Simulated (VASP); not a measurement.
# SiNi (Pmmn) in VASP: single point with PBE

Aim: the single point of SiNi with PBE.

All numbers are computed with VASP 6.6.1; they aren't measurements. Logs are shortened: lines on timing, memory, paths and dates and some standing lists are left out, and cuts for length are marked.

### 1 The cell of the first run

The structure is orthorhombic, space group Pmmn (No. 59). The conventional cell has a = 3.027 Å, b = 3.273 Å, c = 4.698 Å, α = 90.00°, β = 90.00°, γ = 90.00°. Ni (site symmetry mm2) has 6 Si at 2.34 to 2.40 Å and 6 Ni at 2.67 to 3.03 Å within 3.1 Å. Si (site symmetry mm2) has 6 Ni at 2.34 to 2.40 Å and 6 Si at 2.68 to 3.03 Å within 3.1 Å.

### 2 Single point, PBE, collinear spin, ferromagnetic start

Input file INCAR:

```
SYSTEM = SiNi
PREC     = Accurate       ! precision mode
ENCUT    = 520            ! plane-wave cutoff, eV
EDIFF    = 1E-6           ! SCF threshold, eV
ISMEAR   = -1             ! smearing method
SIGMA    = 0.1            ! smearing width, eV
LREAL    = .FALSE.        ! projectors in reciprocal space
LASPH    = .TRUE.         ! aspherical terms in the spheres
NELM     = 150            ! most SCF steps
ALGO     = Normal         ! electronic algorithm
ISIF     = 2              ! what is computed and relaxed
LWAVE    = .FALSE.        ! write WAVECAR
LCHARG   = .FALSE.        ! write CHGCAR
ISPIN    = 2              ! spin polarisation
MAGMOM   = 3 3 0 0        ! initial moments
LORBIT   = 11             ! projections on sites
LMAXMIX  = 4              ! l up to which the mixer works
GGA      = PE             ! functional
NBANDS   = 26             ! bands
```

Input file KPOINTS:

```
regular mesh
0
G
  8 8 6
  0 0 0
```

Input file POSCAR:

```
SiNi
1.0
    3.0266200000      0.0000000000      0.0000000000
    0.0000000000      3.2735000000      0.0000000000
    0.0000000000      0.0000000000      4.6977600000
Ni Si
2 2
Direct
    0.5000000000      0.5000000000      0.3442200000
    0.0000000000      0.0000000000      0.6557800000
    0.5000000000      0.5000000000      0.8423000000
    0.0000000000      0.0000000000      0.1577000000
```

Potentials or basis: VASP PAW PBE potentials, release 64 (Ni, Si).

Run with:

```
cat potpaw_PBE.64/Ni/POTCAR potpaw_PBE.64/Si/POTCAR > POTCAR
mpirun -np 1 vasp_std > vasp.out
```

OUTCAR:

```text
SYSTEM = SiNi
   PREC = Accurate
   ENCUT = 520
   EDIFF = 1E-6
   ISMEAR = -1
   LREAL = .FALSE.
   LASPH = .TRUE.
   NELM = 150
   ISIF = 2
   ISPIN = 2
   LORBIT = 11
   GGA = PE

 ion  position               nearest neighbor table
   1  0.500  0.500  0.344-   3 2.34   3 2.36   4 2.40   4 2.40   4 2.40   4 2.40   2 2.67   2 2.67
                             2 2.67   2 2.67
   2  0.000  0.000  0.656-   4 2.34   4 2.36   3 2.40   3 2.40   3 2.40   3 2.40   1 2.67   1 2.67
                             1 2.67   1 2.67
   3  0.500  0.500  0.842-   1 2.34   1 2.36   2 2.40   2 2.40   2 2.40   2 2.40   4 2.68   4 2.68
                             4 2.68   4 2.68
   4  0.000  0.000  0.158-   2 2.34   2 2.36   1 2.40   1 2.40   1 2.40   1 2.40   3 2.68   3 2.68
                             3 2.68   3 2.68

  LATTYP: Found a simple orthorhombic cell.
 ALAT       =     3.0266200000
 B/A-ratio  =     1.0815695396
 C/A-ratio  =     1.5521472798

  Lattice vectors:

 A1 = (   3.0266200000,   0.0000000000,   0.0000000000)
 A2 = (   0.0000000000,   3.2735000000,   0.0000000000)
 A3 = (   0.0000000000,   0.0000000000,   4.6977600000)

Analysis of symmetry for initial positions (statically):
=====================================================================
 Subroutine PRICEL returns:
 Original cell was already a primitive cell.

 Routine SETGRP: Setting up the symmetry group for a
 simple orthorhombic supercell.

 Subroutine GETGRP returns: Found  8 space group operations
 (whereof  4 operations were pure point group operations)
 out of a pool of  8 trial point group operations.

The static configuration has the point symmetry C_2v.
 The point group associated with its full space group is D_2h.

Analysis of symmetry for dynamics (positions and initial velocities):
=====================================================================
 Subroutine PRICEL returns:
 Original cell was already a primitive cell.

 Routine SETGRP: Setting up the symmetry group for a
 simple orthorhombic supercell.

 Subroutine GETGRP returns: Found  8 space group operations
 (whereof  4 operations were pure point group operations)
 out of a pool of  8 trial point group operations.

The dynamic configuration has the point symmetry C_2v.
 The point group associated with its full space group is D_2h.

Analysis of structural, dynamic, and magnetic symmetry:
=====================================================================
 Subroutine PRICEL returns:
 Original cell was already a primitive cell.

 Routine SETGRP: Setting up the symmetry group for a
 simple orthorhombic supercell.

 Subroutine GETGRP returns: Found  8 space group operations
 (whereof  4 operations were pure point group operations)
 out of a pool of  8 trial point group operations.
[... 132 lines left out ...]
   LHFCALC =     F    Hartree Fock is set to
   AEXX    =    0.0000 exact exchange contribution
   IVDW    =     0    specifies the selected vdW correction
   LEPSILON=     F    determine dielectric tensor
   LRPA    =     F    only Hartree local field effects (RPA)
 spin polarized calculation
  energy-cutoff  :      520.00
  volume of cell :       46.54
 maximum number of plane-waves:      1274
 NGX is ok and might be reduce to    24
   NGX = 11   NGY = 13   NGZ = 17

 number of electron      28.0000015 magnetization      -0.0020909

 number of electron      28.0000015 magnetization       0.0000559

 Free energy of the ion-electron system (eV)
  ---------------------------------------------------
  ext. energy  EPLUGINS =         0.00000000
  ---------------------------------------------------
  free energy    TOTEN  =       -23.62389353 eV

  energy without entropy =      -23.58174329  energy(sigma->0) =      -23.60281841

 E-fermi :  11.2565     XC(G=0): -12.4565

 val. band max:       11.2399794434   @ k =   0.1250   0.0000   0.3333
 cond. band min:      11.2868790418   @ k =   0.5000   0.3750   0.3333
 fundamental gap:      0.0468995984
 Fermi energy:        11.2565103574

 spin component 1

 k-point     1 :       0.0000    0.0000    0.0000
  band No.  band energies     occupation
      1      -2.5529      1.00000
      2       3.1812      1.00000
      3       4.8341      1.00000
      4       7.1470      1.00000
      5       7.7508      1.00000
      6       8.2916      1.00000
[... 685 lines left out ...]
     25      28.7953      0.00000
     26      28.7953      0.00000

 [... further k-points ...]

 spin component 2

 k-point     1 :       0.0000    0.0000    0.0000
  band No.  band energies     occupation
      1      -2.5529      1.00000
      2       3.1812      1.00000
      3       4.8341      1.00000
      4       7.1471      1.00000
      5       7.7509      1.00000
      6       8.2917      1.00000
[... 685 lines left out ...]
     25      28.7953      0.00000
     26      28.7953      0.00000

 [... further k-points ...]
[... 5 lines left out ...]
  --------------------------------------------------------------------------------------
  -------------------------------------------------------------------------------------
  Total        0.2281941      0.5878634      0.3937311      0.0000000      0.0000000      0.0000000
  in kB        7.8551383     20.2360597     13.5534299      0.0000000      0.0000000      0.0000000
  external PRESSURE =      13.8815426 kB  Pullay stress =       0.0000000 kB

 VOLUME and BASIS-vectors are now :
 -----------------------------------------------------------------------------
  energy-cutoff  :      520.00
  volume of cell :       46.54
      direct lattice vectors                 reciprocal lattice vectors
     3.026620000  0.000000000  0.000000000     0.330401570  0.000000000  0.000000000
     0.000000000  3.273500000  0.000000000     0.000000000  0.305483428  0.000000000
     0.000000000  0.000000000  4.697760000     0.000000000  0.000000000  0.212867409

 POSITION                                       TOTAL-FORCE (eV/Angst)
 -----------------------------------------------------------------------------------
      1.51331      1.63675      1.61706         0.000000      0.000000     -0.115624
      0.00000      0.00000      3.08070         0.000000      0.000000      0.115624
      1.51331      1.63675      3.95692         0.000000      0.000000      0.143249
      0.00000      0.00000      0.74084         0.000000      0.000000     -0.143249
 -----------------------------------------------------------------------------------
    total drift:                                0.000000      0.000000      0.000000

  FREE ENERGIE OF THE ION-ELECTRON SYSTEM (eV)
  ---------------------------------------------------
  free  energy   TOTEN  =       -23.6238935333 eV

  energy  without entropy=      -23.5817432888  energy(sigma->0) =      -23.60281841

 total charge

# of ion       s       p       d       tot
------------------------------------------
    1        0.473   0.596   8.461   9.530
    2        0.473   0.596   8.461   9.530
    3        0.750   0.853   0.000   1.603
    4        0.750   0.853   0.000   1.603
--------------------------------------------------
tot          2.446   2.898  16.922  22.266

 magnetization (x)

# of ion       s       p       d       tot
------------------------------------------
    1       -0.000   0.000   0.000   0.000
    2       -0.000   0.000   0.000   0.000
    3       -0.000  -0.000   0.000  -0.000
    4       -0.000  -0.000   0.000  -0.000
--------------------------------------------------
tot         -0.000  -0.000   0.000   0.000
```

OSZICAR:

```text
N       E                     dE             d eps       ncg     rms          rms(c)
DAV:   1     0.148891557425E+03    0.14889E+03   -0.12135E+04 10448   0.129E+03
DAV:   2    -0.153520985430E+02   -0.16424E+03   -0.15211E+03 10568   0.261E+02
DAV:   3    -0.248195714876E+02   -0.94675E+01   -0.90818E+01 12350   0.702E+01
DAV:   4    -0.250155035080E+02   -0.19593E+00   -0.19534E+00 12244   0.915E+00
DAV:   5    -0.250206398339E+02   -0.51363E-02   -0.51351E-02 12750   0.157E+00    0.261E+01
DAV:   6    -0.338955724931E+02   -0.88749E+01   -0.49474E+01 12556   0.132E+02    0.305E+01
DAV:   7    -0.236390325019E+02    0.10257E+02   -0.21228E+01 12552   0.840E+01    0.488E+00
DAV:   8    -0.236612449956E+02   -0.22212E-01   -0.16362E+00 15436   0.143E+01    0.273E+00
DAV:   9    -0.236249564212E+02    0.36289E-01   -0.22384E-01 14536   0.601E+00    0.947E-01
DAV:  10    -0.236247574043E+02    0.19902E-03   -0.79401E-03 13558   0.975E-01    0.497E-01
DAV:  11    -0.236240562246E+02    0.70118E-03   -0.86731E-04 14924   0.280E-01    0.259E-01
DAV:  12    -0.236238908039E+02    0.16542E-03   -0.39819E-04 13262   0.212E-01    0.108E-01
DAV:  13    -0.236238974329E+02   -0.66289E-05   -0.48662E-05 14104   0.880E-02    0.465E-02
DAV:  14    -0.236238943613E+02    0.30716E-05   -0.60866E-06 11592   0.308E-02    0.162E-02
DAV:  15    -0.236238935333E+02    0.82795E-06   -0.10870E-06  7168   0.125E-02
   1 F= -.23623894E+02 E0= -.23602818E+02  d E =-.421502E-01  mag=     0.0001
```

stdout:

```text
POSCAR found type information on POSCAR NiSi
 POSCAR found :  2 types and       4 ions
 scaLAPACK will be used
 LDA part: xc-table for (Slater+PW92), standard interpolation
 POSCAR, INCAR and KPOINTS ok, starting setup
 FFT: planning ... GRIDC
 FFT: planning ... GRID_SOFT
 FFT: planning ... GRID
 WAVECAR not read
 entering main loop
```

Wall time 2.9 min (1 thread of Intel Xeon 8259CL, shared host); peak memory 0.3 GiB.

What came out:

```yaml
Free_energy: -23.6239 eV
Pressure: 1.4 GPa
Largest_force: 0.143 eV/Å
Band_gap_on_the_k_mesh: zero (filled and empty bands overlap)
Net_moment: 0.00 μB per cell
Valence_electrons_inside_the_program's_atomic_spheres: Ni 9.53; Si 1.60
```

Forces on the atoms (eV/Å):
```
Ni   0.000  0.000 -0.116
Ni   0.000  0.000  0.116
Si   0.000  0.000  0.143
Si   0.000  0.000 -0.143
```

Stress tensor (GPa, compression positive):
```
0.79 0.00 0.00
0.00 2.02 0.00
0.00 0.00 1.36
```

Levels at points of the mesh, in eV from the Fermi level:
Spin up:
| k point | band 10 | band 11 | band 12 | band 13 | band 14 | band 15 | band 16 | band 17 | band 18 | band 19 |
| --- | --- | --- | --- | --- | --- | --- | --- | --- | --- | --- |
| (0.00, 0.00, 0.00) | -2.56 | -2.31 | -1.94 | -1.93 | -1.06 | 0.77 | 2.96 | 5.10 | 5.35 | 6.79 |
| (0.50, 0.00, 0.00) | -2.49 | -2.45 | -2.45 | -1.63 | -1.63 | 1.66 | 1.66 | 3.52 | 3.52 | 6.17 |
| (0.00, 0.50, 0.00) | -2.62 | -2.21 | -2.21 | -2.04 | -2.04 | 1.25 | 1.25 | 4.59 | 4.59 | 7.47 |
| (0.50, 0.50, 0.00) | -3.20 | -1.97 | -1.97 | -1.62 | -1.62 | 1.49 | 1.49 | 2.02 | 2.02 | 3.94 |
| (0.00, 0.00, 0.50) | -2.67 | -2.65 | -1.99 | 1.27 | 1.93 | 2.23 | 2.53 | 2.59 | 3.63 | 3.97 |
| (0.50, 0.00, 0.50) | -2.33 | -2.11 | -2.11 | -1.46 | -1.46 | 3.78 | 3.78 | 5.32 | 5.32 | 5.81 |
| (0.00, 0.50, 0.50) | -2.41 | -1.97 | -1.97 | -1.90 | -1.90 | 5.00 | 5.00 | 5.29 | 5.29 | 7.14 |
| (0.50, 0.50, 0.50) | -2.69 | -1.99 | -1.99 | -1.57 | -1.57 | -0.37 | -0.37 | 0.96 | 0.96 | 8.25 |
Spin down:
```csv
k point,band 12,band 13,band 14,band 15,band 16,band 17
"(0.00, 0.00, 0.00)",-1.94,-1.93,-1.06,0.77,2.96,5.10
"(0.50, 0.00, 0.00)",-2.45,-1.63,-1.63,1.66,1.66,3.52
"(0.00, 0.50, 0.00)",-2.21,-2.04,-2.04,1.25,1.25,4.59
"(0.50, 0.50, 0.00)",-1.97,-1.62,-1.62,1.49,1.49,2.02
"(0.00, 0.00, 0.50)",-1.99,1.27,1.93,2.23,2.53,2.59
"(0.50, 0.00, 0.50)",-2.11,-1.46,-1.46,3.78,3.78,5.32
"(0.00, 0.50, 0.50)",-1.97,-1.90,-1.90,5.00,5.00,5.29
"(0.50, 0.50, 0.50)",-1.99,-1.57,-1.57,-0.37,-0.37,0.96
```

Caveat: the moments typed at the start vanished in this run.

The gap in the log of VASP goes by the Fermi energy; the results here count the filled bands.